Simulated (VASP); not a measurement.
# CsRh2 (P4/nmm) in VASP: a series of runs

CsRh2 is run at these levels: PBE; tasks: single point, relaxation of cell and atoms.

Everything below comes from runs of VASP 6.6.1. Logs are shortened: lines on timing, memory, paths and dates and some standing lists are left out, and cuts for length are marked.

## Step 1: The cell of the first run

It takes space group P4/nmm (No. 129, tetragonal). Conventional cell: a = 4.418 Å, b = 4.418 Å, c = 6.741 Å, α = 90.00°, β = 90.00°, γ = 90.00°. Within 3.9 Å of Cs (site symmetry 4mm) lie 10 Rh at 2.90 to 3.84 Å. Within 3.8 Å of Rh (site symmetry -4m2) lie 8 Rh at 2.86 to 3.12 Å and 4 Cs at 2.99 Å. Rh (site symmetry 4mm) has 4 Rh at 2.86 Å and 6 Cs at 2.90 to 3.84 Å within 3.9 Å.

## Step 2: Single point, PBE

File INCAR:

```
SYSTEM = CsRh2
PREC     = Accurate       ! precision mode
ENCUT    = 520            ! plane-wave cutoff, eV
EDIFF    = 1E-7           ! SCF threshold, eV
ISMEAR   = 0              ! smearing method
SIGMA    = 0.1            ! smearing width, eV
LREAL    = .FALSE.        ! projectors in reciprocal space
LASPH    = .TRUE.         ! aspherical terms in the spheres
NELM     = 80             ! most SCF steps
ALGO     = Fast           ! electronic algorithm
ISIF     = 2              ! what is computed and relaxed
LWAVE    = .FALSE.        ! write WAVECAR
LCHARG   = .FALSE.        ! write CHGCAR
GGA      = PE             ! functional
NBANDS   = 48             ! bands
```

File KPOINTS:

```
Automatic mesh
0
G
  4 4 4
  0 0 0
```

File POSCAR:

```
CsRh2
1.0
    4.4181464306      0.0000000000      0.0000000000
    0.0000000000      4.4181464306      0.0000000000
    0.0000000000      0.0000000000      6.7412149069
Cs Rh
2 4
Direct
    0.0000000000      0.5000000000      0.7000000000
    0.5000000000      0.0000000000      0.3000000000
    0.0000000000      0.0000000000      0.0000000000
    0.5000000000      0.5000000000      0.0000000000
    0.0000000000      0.5000000000      0.2700000000
    0.5000000000      0.0000000000      0.7300000000
```

Potentials or basis: VASP PAW PBE potentials, release 64 (Cs_sv, Rh_pv).

Command:

```
cat potpaw_PBE.64/Cs_sv/POTCAR potpaw_PBE.64/Rh_pv/POTCAR > POTCAR
mpirun -np 1 vasp_std > vasp.out
```

OUTCAR:

```text
SYSTEM = CsRh2
   PREC = Accurate
   ENCUT = 520
   EDIFF = 1E-7
   ISMEAR = 0
   LREAL = .FALSE.
   LASPH = .TRUE.
   NELM = 80
   ISIF = 2
   GGA = PE

 ion  position               nearest neighbor table
   1  0.000  0.500  0.700-   5 2.90   4 2.99   3 2.99   3 2.99   4 2.99   6 3.13   6 3.13   6 3.13
                             6 3.13
   2  0.500  0.000  0.300-   6 2.90   4 2.99   3 2.99   4 2.99   3 2.99   5 3.13   5 3.13   5 3.13
                             5 3.13
   3  0.000  0.000  0.000-   5 2.86   6 2.86   5 2.86   6 2.86   1 2.99   1 2.99   2 2.99   2 2.99
                             4 3.12   4 3.12   4 3.12   4 3.12
   4  0.500  0.500  0.000-   5 2.86   6 2.86   6 2.86   5 2.86   2 2.99   1 2.99   1 2.99   2 2.99
                             3 3.12   3 3.12   3 3.12   3 3.12
   5  0.000  0.500  0.270-   3 2.86   4 2.86   3 2.86   4 2.86   1 2.90   2 3.13   2 3.13   2 3.13
                             2 3.13
   6  0.500  0.000  0.730-   3 2.86   4 2.86   4 2.86   3 2.86   2 2.90   1 3.13   1 3.13   1 3.13
                             1 3.13

  LATTYP: Found a simple tetragonal cell.
 ALAT       =     4.4181464306
 C/A-ratio  =     1.5258016032

  Lattice vectors:

 A1 = (   4.4181464306,   0.0000000000,   0.0000000000)
 A2 = (   0.0000000000,   4.4181464306,   0.0000000000)
 A3 = (   0.0000000000,   0.0000000000,   6.7412149069)

Analysis of symmetry for initial positions (statically):
=====================================================================
 Subroutine PRICEL returns:
 Original cell was already a primitive cell.

 Routine SETGRP: Setting up the symmetry group for a
 simple tetragonal supercell.

 Subroutine GETGRP returns: Found 16 space group operations
 (whereof  8 operations were pure point group operations)
 out of a pool of 16 trial point group operations.

The static configuration has the point symmetry D_2d.
 The point group associated with its full space group is D_4h.

Analysis of symmetry for dynamics (positions and initial velocities):
=====================================================================
 Subroutine PRICEL returns:
 Original cell was already a primitive cell.

 Routine SETGRP: Setting up the symmetry group for a
 simple tetragonal supercell.

 Subroutine GETGRP returns: Found 16 space group operations
 (whereof  8 operations were pure point group operations)
 out of a pool of 16 trial point group operations.

The dynamic configuration has the point symmetry D_2d.
 The point group associated with its full space group is D_4h.

 Subroutine INISYM returns: Found 16 space group operations
 (whereof  8 operations are pure point group operations),
 and found     1 'primitive' translations

----------------------------------------------------------------------------------------

                                     Primitive cell

  volume of cell :     131.5886

  direct lattice vectors                    reciprocal lattice vectors
     4.418146431  0.000000000  0.000000000     0.226339261  0.000000000  0.000000000
     0.000000000  4.418146431  0.000000000     0.000000000  0.226339261  0.000000000
     0.000000000  0.000000000  6.741214907     0.000000000  0.000000000  0.148341214

  length of vectors
     4.418146431  4.418146431  6.741214907     0.226339261  0.226339261  0.148341214

  position of ions in fractional coordinates (direct lattice)
     0.000000000  0.500000000  0.700000000
     0.500000000  0.000000000  0.300000000
     0.000000000  0.000000000  0.000000000
     0.500000000  0.500000000  0.000000000
     0.000000000  0.500000000  0.270000000
     0.500000000  0.000000000  0.730000000

  ion indices of the primitive-cell ions
   primitive index   ion index
                 1           1
                 2           2
                 3           3
                 4           4
                 5           5
                 6           6

----------------------------------------------------------------------------------------

 KPOINTS: Automatic mesh

Automatic generation of k-mesh.
 Grid dimensions read from file:
 generate k-points for:    4    4    4

 Generating k-lattice:

  Cartesian coordinates                     Fractional coordinates (reciprocal lattice)
     0.056584815  0.000000000  0.000000000     0.250000000  0.000000000  0.000000000
     0.000000000  0.056584815  0.000000000     0.000000000  0.250000000  0.000000000
     0.000000000  0.000000000  0.037085303     0.000000000  0.000000000  0.250000000

  Length of vectors
     0.056584815  0.056584815  0.037085303

  Shift w.r.t. Gamma in fractional coordinates (k-lattice)
     0.000000000  0.000000000  0.000000000

 Subroutine IBZKPT returns following result:
 ===========================================

 Found     18 irreducible k-points:

 Following reciprocal coordinates:
            Coordinates               Weight
  0.000000  0.000000  0.000000      1.000000
  0.250000  0.000000  0.000000      4.000000
  0.500000  0.000000  0.000000      2.000000
  0.250000  0.250000  0.000000      4.000000
  0.500000  0.250000  0.000000      4.000000
  0.500000  0.500000  0.000000      1.000000
[... 10 lines left out ...]
  0.500000  0.250000  0.500000      4.000000
  0.500000  0.500000  0.500000      1.000000
   k-points           NKPTS =     18   k-points in BZ     NKDIM =     18   number of bands    NBANDS=     48
   number of dos      NEDOS =    301   number of ions     NIONS =      6
   total plane-waves  NPLWV =  64800
   dimension x,y,z NGX =    36 NGY =   36 NGZ =   50
   dimension x,y,z NGXF=    72 NGYF=   72 NGZF=  100
   ions per type =               2   4
   NGX,Y,Z   is equivalent  to a cutoff of  13.55, 13.55, 12.33 a.u.
   NGXF,Y,Z  is equivalent  to a cutoff of  27.09, 27.09, 24.66 a.u.
 SYSTEM =  CsRh2
   PREC   = accura    normal or accurate (medium, high low for compatibility)
   ISTART =      0    job   : 0-new  1-cont  2-samecut
   ICHARG =      2    charge: 1-file 2-atom 10-const
   ISPIN  =      1    spin polarized calculation?
   LNONCOLLINEAR =      F non collinear calculations
   LSORBIT =      F    spin-orbit coupling
   LASPH  =      T    aspherical Exc in radial PAW
   ENCUT  =  520.0 eV  38.22 Ry    6.18 a.u.   8.21  8.21 12.53*2*pi/ulx,y,z
   NELM   =     80;   NELMIN=  2; NELMDL= -5     # of ELM steps
   EDIFF  = 0.1E-06   stopping-criterion for ELM
   LREAL  =      F    real-space projection
   EDIFFG = 0.1E-05   stopping-criterion for IOM
   NSW    =      0    number of steps for IOM
   IBRION =     -1    ionic relax: 0-MD 1-quasi-New 2-CG
   NFREE  =      0    steps in history (QN), initial steepest desc. (CG)
   ISIF   =      2    stress and relaxation
   ISYM   =      2    0-nonsym 1-usesym 2-fastsym
   POTIM  = 0.5000    time-step for ionic-motion
   TEBEG  =    0.0;   TEEND  =   0.0 temperature during run
   PSTRESS=    0.0 pullay stress
   NELECT =      78.0000    total number of electrons
   NUPDOWN=      -1.0000    fix difference up-down
   EMIN   =  10.00;   EMAX   =-10.00  energy-range for DOS
   EFERMI =   0.00;   METHOD = LEGACY
   ISMEAR =     0;   SIGMA  =   0.10  broadening in eV -4-tet -1-fermi 0-gaus
   EFERMI_NEDOS =   21; number of points for ismear=-14 and -15
   IALGO  =     68    algorithm
   IMIX   =      4    mixing-type and parameters
     AMIX     =   0.40;   BMIX     =  1.00
     AMIX_MAG =   1.60;   BMIX_MAG =  1.00
  volume/ion in A,a.u.               =      21.93       148.00
  Fermi-wavevector in a.u.,A,eV,Ry     =   1.375203  2.598757 25.731122  1.891184
  Thomas-Fermi vector in A             =   2.500560
   LORBIT       =      0    0 simple, 1 ext, 2 COOP (PROOUT), +10 PAW based schemes
   GGA     = PE    functional components
   LHFCALC =     F    Hartree Fock is set to
   AEXX    =    0.0000 exact exchange contribution
   IVDW    =     0    specifies the selected vdW correction
   LEPSILON=     F    determine dielectric tensor
   LRPA    =     F    only Hartree local field effects (RPA)
 non-spin polarized calculation
 RMM-DIIS sequential band-by-band and
 Gauss-broadening in eV      SIGMA  =   0.10
  energy-cutoff  :      520.00
  volume of cell :      131.59
 maximum number of plane-waves:      3584
 NGX is ok and might be reduce to    36
   NGX = 17   NGY = 17   NGZ = 25

 number of electron      78.0000023 magnetization

 Free energy of the ion-electron system (eV)
  ---------------------------------------------------
  ext. energy  EPLUGINS =         0.00000000
  ---------------------------------------------------
  free energy    TOTEN  =       -23.18036402 eV

  energy without entropy =      -23.07302574  energy(sigma->0) =      -23.12669488

 E-fermi :   6.3058     XC(G=0): -11.2888

 val. band max:        6.3057785929   @ k =   0.5000   0.5000   0.2500
 cond. band min:       6.3073080268   @ k =   0.5000   0.2500   0.2500
 fundamental gap:      0.0015294339
 Fermi energy:         6.3057825833

 k-point     1 :       0.0000    0.0000    0.0000
  band No.  band energies     occupation
      1     -39.3302      2.00000
      2     -39.3038      2.00000
      3     -39.2394      2.00000
      4     -39.2394      2.00000
      5     -39.1627      2.00000
      6     -39.1627      2.00000
[... 40 lines left out ...]
     47      11.5829      0.00000
     48      12.3165      0.00000

 k-point     2 :       0.2500    0.0000    0.0000
  band No.  band energies     occupation
      1     -39.3280      2.00000
      2     -39.3095      2.00000
      3     -39.2289      2.00000
      4     -39.2282      2.00000
      5     -39.1747      2.00000
      6     -39.1740      2.00000
[... 40 lines left out ...]
     47      11.1700      0.00000
     48      11.7927      0.00000

 k-point     3 :       0.5000    0.0000    0.0000
  band No.  band energies     occupation
      1     -39.3205      2.00000
      2     -39.3205      2.00000
      3     -39.2026      2.00000
      4     -39.2026      2.00000
      5     -39.2011      2.00000
      6     -39.2011      2.00000
[... 754 lines left out ...]
     47      10.2415      0.00000
     48      10.2415      0.00000

 k-point    18 :       0.5000    0.5000    0.5000
  band No.  band energies     occupation
      1     -39.3237      2.00000
      2     -39.3237      2.00000
      3     -39.2524      2.00000
      4     -39.2524      2.00000
      5     -39.1496      2.00000
      6     -39.1496      2.00000
[... 40 lines left out ...]
     47      10.8769      0.00000
     48      10.8794      0.00000

------------------------ aborting loop because EDIFF is reached ----------------------------------------

  FORCE on cell =-STRESS in cart. coord.  units (eV):
  Direction    XX          YY          ZZ          XY          YZ          ZX
  --------------------------------------------------------------------------------------
  -------------------------------------------------------------------------------------
  Total        0.3921978      0.3921978      0.8941542      0.0000000      0.0000000      0.0000000
  in kB        4.7752634      4.7752634     10.8869097      0.0000000      0.0000000      0.0000000
  external PRESSURE =       6.8124789 kB  Pullay stress =       0.0000000 kB

 VOLUME and BASIS-vectors are now :
 -----------------------------------------------------------------------------
  energy-cutoff  :      520.00
  volume of cell :      131.59
      direct lattice vectors                 reciprocal lattice vectors
     4.418146431  0.000000000  0.000000000     0.226339261  0.000000000  0.000000000
     0.000000000  4.418146431  0.000000000     0.000000000  0.226339261  0.000000000
     0.000000000  0.000000000  6.741214907     0.000000000  0.000000000  0.148341214

 POSITION                                       TOTAL-FORCE (eV/Angst)
 -----------------------------------------------------------------------------------
      0.00000      2.20907      4.71885         0.000000      0.000000     -1.397227
      2.20907      0.00000      2.02236        -0.000000      0.000000      1.397227
      0.00000      0.00000      0.00000         0.000000      0.000000     -0.000000
      2.20907      2.20907      0.00000        -0.000000     -0.000000     -0.000000
      0.00000      2.20907      1.82013         0.000000     -0.000000     -1.932647
      2.20907      0.00000      4.92109         0.000000      0.000000      1.932647
 -----------------------------------------------------------------------------------
    total drift:                                0.000000      0.000000      0.000000

  FREE ENERGIE OF THE ION-ELECTRON SYSTEM (eV)
  ---------------------------------------------------
  free  energy   TOTEN  =       -23.1803640223 eV

  energy  without entropy=      -23.0730257443  energy(sigma->0) =      -23.12669488
```

Wall time 89 s (1 thread of AMD EPYC 9R45 (Zen 5), shared host); peak memory 0.25 GiB.

What came out:

```
Free energy            : -23.1804 eV
Pressure               : 0.7 GPa
Largest force          : 1.933 eV/Å
Band gap on the k mesh : zero (bands 39 and 40 overlap by 0.34 eV)
```

Forces on the atoms (eV/Å):
```
Cs   0.000  0.000 -1.397
Cs   0.000  0.000  1.397
Rh   0.000  0.000  0.000
Rh   0.000  0.000  0.000
Rh   0.000  0.000 -1.933
Rh   0.000  0.000  1.933
```

Caveat: spin-orbit coupling is left out, which moves the levels of the heavy elements; forces of over 1 eV/Å act on the atoms, so gaps and moduli don't describe the material at rest.

## Step 3: Single point, PBE

This run uses another cell than the first one, of 33.82 Å³/atom.

File INCAR:

```
SYSTEM = CsRh2
PREC = Accurate
ENCUT = 520
EDIFF = 1E-6
ISMEAR = 0
SIGMA = 0.1
LREAL = .False.
LASPH = .True.
NELM = 80
ALGO = Fast
ISIF = 2
LWAVE = .False.
LCHARG = .False.
GGA = PE
NBANDS = 48
```

File KPOINTS:

```
regular mesh
0
Gamma
  4 4 4
  0 0 0
```

File POSCAR:

```
CsRh2
1.0
    4.6524312273      0.0000000000      0.0000000000
    0.0000000000      4.6524312273      0.0000000000
    0.0000000000      0.0000000000      9.3751458328
Cs Rh
2 4
Direct
    0.0000000000      0.5000000000      0.7008742479
    0.5000000000      0.0000000000      0.2991257521
    0.0000000000      0.0000000000      0.0000000000
    0.5000000000      0.5000000000      0.0000000000
    0.0000000000      0.5000000000      0.0887988968
    0.5000000000      0.0000000000      0.9112011032
```

Potentials or basis: VASP PAW PBE potentials, release 64 (Cs_sv, Rh_pv).

Command:

```
cat potpaw_PBE.64/Cs_sv/POTCAR potpaw_PBE.64/Rh_pv/POTCAR > POTCAR
mpirun -np 1 vasp_std > vasp.out
```

OUTCAR:

```text
SYSTEM = CsRh2
   PREC = Accurate
   ENCUT = 520
   EDIFF = 1E-6
   ISMEAR = 0
   LREAL = .False.
   LASPH = .True.
   NELM = 80
   ISIF = 2
   GGA = PE

 ion  position               nearest neighbor table
   1  0.000  0.500  0.701-
   2  0.500  0.000  0.299-
   3  0.000  0.000  0.000-   5 2.47   6 2.47   5 2.47   6 2.47   4 3.29   4 3.29   4 3.29   4 3.29

   4  0.500  0.500  0.000-   5 2.47   6 2.47   6 2.47   5 2.47   3 3.29   3 3.29   3 3.29   3 3.29

   5  0.000  0.500  0.089-   3 2.47   4 2.47   3 2.47   4 2.47
   6  0.500  0.000  0.911-   3 2.47   4 2.47   4 2.47   3 2.47

  LATTYP: Found a simple tetragonal cell.
 ALAT       =     4.6524312273
 C/A-ratio  =     2.0151068065

  Lattice vectors:

 A1 = (   4.6524312273,   0.0000000000,   0.0000000000)
 A2 = (   0.0000000000,   4.6524312273,   0.0000000000)
 A3 = (   0.0000000000,   0.0000000000,   9.3751458328)

Analysis of symmetry for initial positions (statically):
=====================================================================
[... 177 lines left out ...]
 E-fermi :   3.7417     XC(G=0):  -8.6639

 val. band max:        3.6714534210   @ k =   0.5000   0.5000   0.5000
 cond. band min:       4.0111081269   @ k =   0.5000   0.2500   0.5000
 fundamental gap:      0.3396547060
 Fermi energy:         3.7417275651

 k-point     1 :       0.0000    0.0000    0.0000
  band No.  band energies     occupation
      1     -42.9625      2.00000
      2     -42.9625      2.00000
      3     -42.8465      2.00000
      4     -42.8465      2.00000
      5     -42.2107      2.00000
      6     -42.2031      2.00000
[... 907 lines left out ...]
     47       5.9313      0.00000
     48       5.9340      0.00000

------------------------ aborting loop because EDIFF is reached ----------------------------------------

  FORCE on cell =-STRESS in cart. coord.  units (eV):
  Direction    XX          YY          ZZ          XY          YZ          ZX
  --------------------------------------------------------------------------------------
  -------------------------------------------------------------------------------------
  Total        0.0577527      0.0577527      0.2100988      0.0000000      0.0000000      0.0000000
  in kB        0.4559793      0.4559793      1.6588084      0.0000000      0.0000000      0.0000000
  external PRESSURE =       0.8569223 kB  Pullay stress =       0.0000000 kB

 VOLUME and BASIS-vectors are now :
 -----------------------------------------------------------------------------
  energy-cutoff  :      520.00
  volume of cell :      202.93
      direct lattice vectors                 reciprocal lattice vectors
     4.652431227  0.000000000  0.000000000     0.214941383  0.000000000  0.000000000
     0.000000000  4.652431227  0.000000000     0.000000000  0.214941383  0.000000000
     0.000000000  0.000000000  9.375145833     0.000000000  0.000000000  0.106665007

 POSITION                                       TOTAL-FORCE (eV/Angst)
 -----------------------------------------------------------------------------------
      0.00000      2.32622      6.57080        -0.000000      0.000000     -0.013464
      2.32622      0.00000      2.80435        -0.000000      0.000000      0.013464
      0.00000      0.00000      0.00000        -0.000000      0.000000     -0.000000
      2.32622      2.32622      0.00000        -0.000000     -0.000000     -0.000000
      0.00000      2.32622      0.83250        -0.000000      0.000000      0.010517
      2.32622      0.00000      8.54264         0.000000      0.000000     -0.010517
 -----------------------------------------------------------------------------------
    total drift:                                0.000000      0.000000      0.000000

  FREE ENERGIE OF THE ION-ELECTRON SYSTEM (eV)
  ---------------------------------------------------
  free  energy   TOTEN  =       -28.2750969070 eV

  energy  without entropy=      -28.2594918556  energy(sigma->0) =      -28.26729438
```

stdout:

```text
POSCAR found type information on POSCAR CsRh
 POSCAR found :  2 types and       6 ions
 scaLAPACK will be used
 LDA part: xc-table for (Slater+PW92), standard interpolation
 POSCAR, INCAR and KPOINTS ok, starting setup
 FFT: planning ... GRIDC
 FFT: planning ... GRID_SOFT
 FFT: planning ... GRID
 WAVECAR not read
 entering main loop
```

Wall time 2.2 min (1 thread of AMD EPYC 9R45 (Zen 5), shared host); peak memory 0.32 GiB.

What came out:

- Free energy: -28.2751 eV
- Pressure: 0.1 GPa
- Largest force: 0.013 eV/Å
- Band gap on the k mesh: zero (bands 39 and 40 overlap by 1.19 eV)

Forces in eV/Å, atoms in the order of the input:
```
Cs   0.000  0.000 -0.013
Cs   0.000  0.000  0.013
Rh   0.000  0.000  0.000
Rh   0.000  0.000  0.000
Rh   0.000  0.000  0.011
Rh   0.000  0.000 -0.011
```

Levels at points of the mesh, in eV from the Fermi level:
| k point | band 37 | band 38 | band 39 | band 40 | band 41 | band 42 |
| --- | --- | --- | --- | --- | --- | --- |
| (0.00, 0.00, 0.00) | -1.37 | -1.37 | -0.75 | -0.52 | 0.66 | 0.75 |
| (0.50, 0.00, 0.00) | -0.21 | -0.21 | -0.09 | -0.09 | 0.57 | 0.57 |
| (0.50, 0.50, 0.00) | -0.09 | -0.09 | 0.43 | 0.43 | 1.05 | 1.05 |
| (0.00, 0.00, 0.50) | -1.37 | -1.37 | -1.14 | -0.75 | 0.66 | 0.81 |
| (0.50, 0.00, 0.50) | -0.25 | -0.25 | -0.09 | -0.09 | 0.57 | 0.57 |
| (0.50, 0.50, 0.50) | -0.07 | -0.07 | 0.43 | 0.43 | 1.12 | 1.12 |

Caveat: spin-orbit coupling is left out, which moves the levels of the heavy elements.

[end of part 1 of 2]

The gap in the log of VASP goes by the Fermi energy; the results here count the filled bands.